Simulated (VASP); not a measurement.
# Ni (C2/c) in VASP: single point with BLYP

Aim: the single point of Ni with BLYP.

Everything below comes from runs of VASP 6.6.1. Logs are shortened: lines on timing, memory, paths and dates and some standing lists are left out, and cuts for length are marked.

## 1. The cell of the first run

The typed cell holds 2 atoms: a = 4.308 Å, b = 4.308 Å, c = 2.456 Å, α = 98.01°, β = 98.01°, γ = 147.32°.

## 2. Single point, BLYP, collinear spin, ferromagnetic start (10.69 Å³/atom)

INCAR

```
SYSTEM = Ni
PREC = Accurate
ENCUT = 600
EDIFF = 1E-6
ISMEAR = -1
SIGMA = 0.05
LREAL = .False.
LASPH = .True.
NELM = 200
ALGO = Normal
ISIF = 2
LWAVE = .False.
LCHARG = .False.
ISPIN = 2
MAGMOM = -0.645 -0.645
LORBIT = 11
LMAXMIX = 4
GGA = B5
ALDAX = 1.0
AGGAX = 1.0
AGGAC = 1.0
ALDAC = 0.0
NBANDS = 21
GGA_COMPAT = .False.
KPAR = 4
```

KPOINTS

```
Automatic mesh
0
Gamma
  17 17 16
  0 0 0
```

POSCAR

```
Ni
1.0
   -2.9238869753      2.9225998323      1.2119986029
    2.9225998323     -2.9238869753      1.2119986029
    1.5097355257      1.5097355257     -1.2143560076
Ni
2
Direct
    0.9999769886      0.0000230114      1.0000000000
    0.7500230114      0.2499769886      0.5000000000
```

Potentials or basis: VASP PAW PBE potentials, release 64 (Ni).

Command:

```bash
cat potpaw_PBE.64/Ni/POTCAR > POTCAR
mpirun -np 4 vasp_std > vasp.out
```

OUTCAR:

```text
SYSTEM = Ni
   PREC = Accurate
   ENCUT = 600
   EDIFF = 1E-6
   ISMEAR = -1
   LREAL = .False.
   LASPH = .True.
   NELM = 200
   ISIF = 2
   ISPIN = 2
   LORBIT = 11
   GGA = B5

 ion  position               nearest neighbor table
   1  1.000  0.000  0.000-   2 2.40   2 2.40   2 2.40   2 2.40   2 2.95   2 2.95   2 2.95   2 2.95

   2  0.750  0.250  0.500-   1 2.40   1 2.40   1 2.40   1 2.40   1 2.95   1 2.95   1 2.95   1 2.95

  Warning from LATTYP: Got some problem with cell dimensions!
  Tried to take original basis but could not verify dimensions!
  LATTYP: Found a base centered monoclinic cell.
 ALAT       =     2.4239978893
 B/A-ratio  =     3.4109687026
 C/A-ratio  =     1.0117001560
 COS(beta)  =    -0.4926027811

  Lattice vectors:

 A1 = (   2.9238869753,  -2.9225998323,  -1.2119986029)
 A2 = (  -2.9225998323,   2.9238869753,  -1.2119986029)
 A3 = (   1.5084483827,   1.5084483827,   1.2096411982)

Analysis of symmetry for initial positions (statically):
=====================================================================
 Subroutine PRICEL returns:
 Original cell was already a primitive cell.

 Routine SETGRP: Setting up the symmetry group for a
 base centered monoclinic supercell.

 Subroutine GETGRP returns: Found  4 space group operations
 (whereof  2 operations were pure point group operations)
 out of a pool of  4 trial point group operations.

The static configuration has the point symmetry C_2 .
 The point group associated with its full space group is C_2h.

Analysis of symmetry for dynamics (positions and initial velocities):
=====================================================================
 Subroutine PRICEL returns:
 Original cell was already a primitive cell.

 Routine SETGRP: Setting up the symmetry group for a
 base centered monoclinic supercell.

 Subroutine GETGRP returns: Found  4 space group operations
 (whereof  2 operations were pure point group operations)
 out of a pool of  4 trial point group operations.

The dynamic configuration has the point symmetry C_2 .
 The point group associated with its full space group is C_2h.

Analysis of structural, dynamic, and magnetic symmetry:
=====================================================================
 Subroutine PRICEL returns:
 Original cell was already a primitive cell.

 Routine SETGRP: Setting up the symmetry group for a
 base centered monoclinic supercell.

 Subroutine GETGRP returns: Found  4 space group operations
 (whereof  2 operations were pure point group operations)
 out of a pool of  4 trial point group operations.

The overall configuration has the point symmetry C_2 .
 The point group associated with its full space group is C_2h.

 Subroutine INISYM returns: Found  4 space group operations
 (whereof  2 operations are pure point group operations),
 and found     1 'primitive' translations

----------------------------------------------------------------------------------------

                                     Primitive cell

  volume of cell :      21.3866

  direct lattice vectors                    reciprocal lattice vectors
    -2.923886975  2.922599832  1.211998603     0.080463451  0.251506341  0.412718006
     2.922599832 -2.923886975  1.211998603     0.251506341  0.080463451  0.412718006
     1.509735526  1.509735526 -1.214356008     0.331325347  0.331325347  0.000351868

  length of vectors
     4.308090695  4.308090695  2.456270186     0.489965263  0.489965263  0.468564931

  position of ions in fractional coordinates (direct lattice)
     0.999976989  0.000023011  0.000000000
     0.750023011  0.249976989  0.500000000

  ion indices of the primitive-cell ions
   primitive index   ion index
                 1           1
                 2           2

----------------------------------------------------------------------------------------

 KPOINTS: Automatic mesh

Automatic generation of k-mesh.
 Grid dimensions read from file:
 generate k-points for:   17   17   16

 Generating k-lattice:

  Cartesian coordinates                     Fractional coordinates (reciprocal lattice)
     0.004733144  0.014794491  0.024277530     0.058823529  0.000000000  0.000000000
     0.014794491  0.004733144  0.024277530     0.000000000  0.058823529  0.000000000
     0.020707834  0.020707834  0.000021992     0.000000000  0.000000000  0.062500000

  Length of vectors
     0.028821486  0.028821486  0.029285308

  Shift w.r.t. Gamma in fractional coordinates (k-lattice)
     0.000000000  0.000000000  0.000000000

 Subroutine IBZKPT returns following result:
 ===========================================

 Found   1233 irreducible k-points:

 Following reciprocal coordinates:
            Coordinates               Weight
  0.000000  0.000000  0.000000      1.000000
  0.058824  0.000000  0.000000      4.000000
  0.117647 -0.000000  0.000000      4.000000
  0.176471 -0.000000  0.000000      4.000000
  0.235294 -0.000000  0.000000      4.000000
  0.294118 -0.000000  0.000000      4.000000
[... 16 lines left out ...]
 -0.176471  0.058824 -0.000000      4.000000
 -0.117647  0.058824 -0.000000      4.000000
 [... further k-points ...]
   k-points           NKPTS =   1233   k-points in BZ     NKDIM =   1233   number of bands    NBANDS=     21
   number of dos      NEDOS =    301   number of ions     NIONS =      2
   total plane-waves  NPLWV =  25920
   dimension x,y,z NGX =    36 NGY =   36 NGZ =   20
   dimension x,y,z NGXF=    72 NGYF=   72 NGZF=   40
   ions per type =               2
   NGX,Y,Z   is equivalent  to a cutoff of  13.89, 13.89, 13.54 a.u.
   NGXF,Y,Z  is equivalent  to a cutoff of  27.78, 27.78, 27.07 a.u.
 SYSTEM =  Ni
   PREC   = accura    normal or accurate (medium, high low for compatibility)
   ISTART =      0    job   : 0-new  1-cont  2-samecut
   ICHARG =      2    charge: 1-file 2-atom 10-const
   ISPIN  =      2    spin polarized calculation?
   LNONCOLLINEAR =      F non collinear calculations
   LSORBIT =      F    spin-orbit coupling
   LASPH  =      T    aspherical Exc in radial PAW
   ENCUT  =  600.0 eV  44.10 Ry    6.64 a.u.   8.60  8.60  4.91*2*pi/ulx,y,z
   NELM   =    200;   NELMIN=  2; NELMDL= -5     # of ELM steps
   EDIFF  = 0.1E-05   stopping-criterion for ELM
   LREAL  =      F    real-space projection
   EDIFFG = 0.1E-04   stopping-criterion for IOM
   NSW    =      0    number of steps for IOM
   IBRION =     -1    ionic relax: 0-MD 1-quasi-New 2-CG
   NFREE  =      0    steps in history (QN), initial steepest desc. (CG)
   ISIF   =      2    stress and relaxation
   ISYM   =      2    0-nonsym 1-usesym 2-fastsym
   POTIM  = 0.5000    time-step for ionic-motion
   TEBEG  =    0.0;   TEEND  =   0.0 temperature during run
   PSTRESS=    0.0 pullay stress
   NELECT =      20.0000    total number of electrons
   NUPDOWN=      -1.0000    fix difference up-down
   EMIN   =  10.00;   EMAX   =-10.00  energy-range for DOS
   EFERMI =   0.00;   METHOD = LEGACY
   ISMEAR =    -1;   SIGMA  =   0.05  broadening in eV -4-tet -1-fermi 0-gaus
   EFERMI_NEDOS =   21; number of points for ismear=-14 and -15
   IALGO  =     38    algorithm
   IMIX   =      4    mixing-type and parameters
     AMIX     =   0.40;   BMIX     =  1.00
     AMIX_MAG =   1.60;   BMIX_MAG =  1.00
  volume/ion in A,a.u.               =      10.69        72.16
  Fermi-wavevector in a.u.,A,eV,Ry     =   1.600924  3.025307 34.871151  2.562957
  Thomas-Fermi vector in A             =   2.697983
   LORBIT       =     11    0 simple, 1 ext, 2 COOP (PROOUT), +10 PAW based schemes
   GGA     = B5    functional components
   LHFCALC =     F    Hartree Fock is set to
   AEXX    =    0.0000 exact exchange contribution
   IVDW    =     0    specifies the selected vdW correction
   LEPSILON=     F    determine dielectric tensor
   LRPA    =     F    only Hartree local field effects (RPA)
 spin polarized calculation
  energy-cutoff  :      600.00
  volume of cell :       21.39
 maximum number of plane-waves:       736
   NGX = 17   NGY = 17   NGZ =  9

 number of electron      20.0000008 magnetization      -1.1215657

 Free energy of the ion-electron system (eV)
  ---------------------------------------------------
  ext. energy  EPLUGINS =         0.00000000
  ---------------------------------------------------
  free energy    TOTEN  =        -9.00749960 eV

  energy without entropy =       -8.97929895  energy(sigma->0) =       -8.99339927

 E-fermi :  10.0612     XC(G=0): -12.7521

 val. band max:       10.0611674063   @ k =  -0.2941  -0.2941   0.2500
 cond. band min:      10.0614435251   @ k =   0.2353   0.1765   0.3125
 fundamental gap:      0.0002761188
 Fermi energy:        10.0612007827

 spin component 1

 k-point     1 :       0.0000    0.0000    0.0000
  band No.  band energies     occupation
      1       1.1140      1.00000
      2       5.6091      1.00000
      3       7.9242      1.00000
      4       8.2455      1.00000
      5       8.5556      1.00000
      6       8.5767      1.00000
[... 550 lines left out ...]
      5       8.5239      1.00000
      6       8.5774      1.00000
[... 13 lines left out ...]
     20      39.3448      0.00000
     21      40.0488      0.00000

 [... further k-points ...]

 spin component 2

 k-point     1 :       0.0000    0.0000    0.0000
  band No.  band energies     occupation
      1       1.1179      1.00000
      2       5.2136      1.00000
      3       7.2386      1.00000
      4       7.6616      1.00000
      5       7.9324      1.00000
      6       7.9465      1.00000
[... 376 lines left out ...]
 k-point    17 :       0.4706    0.0588    0.0000
  band No.  band energies     occupation
      1       5.4525      1.00000
      2       5.7408      1.00000
      3       6.0887      1.00000
      4       7.0516      1.00000
      5       8.1230      1.00000
      6       8.3561      1.00000
      7       8.8707      1.00000
      8       9.2575      1.00000
      9       9.6086      0.99988
     10       9.7145      0.99903

------------------------ aborting loop because EDIFF is reached ----------------------------------------

  FORCE on cell =-STRESS in cart. coord.  units (eV):
  Direction    XX          YY          ZZ          XY          YZ          ZX
  --------------------------------------------------------------------------------------
  -------------------------------------------------------------------------------------
  Total        2.2053693      2.2053693      2.1060026      0.0151686      0.0174026      0.0174025
  in kB      165.2150027    165.2150027    157.7709521      1.1363549      1.3037101      1.3037085
  external PRESSURE =     162.7336525 kB  Pullay stress =       0.0000000 kB

 VOLUME and BASIS-vectors are now :
 -----------------------------------------------------------------------------
  energy-cutoff  :      600.00
  volume of cell :       21.39
      direct lattice vectors                 reciprocal lattice vectors
    -2.923886975  2.922599832  1.211998603     0.080463451  0.251506341  0.412718006
     2.922599832 -2.923886975  1.211998603     0.251506341  0.080463451  0.412718006
     1.509735526  1.509735526 -1.214356008     0.331325347  0.331325347  0.000351868

 POSITION                                       TOTAL-FORCE (eV/Angst)
 -----------------------------------------------------------------------------------
     -2.92375      2.92247      1.21200         0.001786     -0.001786      0.000000
     -0.70753      2.21598      0.60482        -0.001786      0.001786     -0.000000
 -----------------------------------------------------------------------------------
    total drift:                               -0.000000      0.000000     -0.000000

  FREE ENERGIE OF THE ION-ELECTRON SYSTEM (eV)
  ---------------------------------------------------
  free  energy   TOTEN  =        -9.0074995994 eV

  energy  without entropy=       -8.9792989484  energy(sigma->0) =       -8.99339927

 total charge

# of ion       s       p       d       tot
------------------------------------------
    1        0.511   0.498   8.391   9.400
    2        0.511   0.498   8.391   9.400
--------------------------------------------------
tot          1.021   0.996  16.783  18.800

 magnetization (x)

# of ion       s       p       d       tot
------------------------------------------
    1        0.006   0.021  -0.594  -0.567
    2        0.006   0.021  -0.594  -0.567
--------------------------------------------------
tot          0.013   0.042  -1.188  -1.133
```

Run time: 3 min. Hardware: 4 MPI ranks of Intel Xeon 6975P-C (Granite Rapids), shared host; peak memory 0.93 GiB.

What came out:

```yaml
Free_energy: -9.0075 eV
Pressure: 16.3 GPa
Net_moment: -1.12 μB per cell
Site_moments: Ni -0.57 μB
Valence_electrons_inside_the_program's_atomic_spheres: Ni 9.40
```

Forces on the atoms (eV/Å):
```
Ni   0.002 -0.002  0.000
Ni  -0.002  0.002  0.000
```

Levels at points of the mesh, in eV from the Fermi level:
Spin up:
```tsv
k point	band 7	band 8	band 9	band 10	band 11	band 12
(0.00, 0.00, 0.00)	-1.35	-1.19	-0.49	-0.46	-0.40	0.13
(0.00, 0.00, 0.50)	-0.45	-0.45	0.29	0.29	2.63	2.63
```
Spin down:
```tsv
k point	band 8	band 9	band 10	band 11	band 12	band 13
(0.00, 0.00, 0.00)	-1.76	-0.98	-0.95	-0.49	-0.39	5.40
(0.00, 0.00, 0.50)	-0.97	-0.42	-0.42	2.26	2.26	11.05
```

Caveat: the cell stands under pressure; the PAW data sets were made with another functional, which shifts forces and pressure a little.
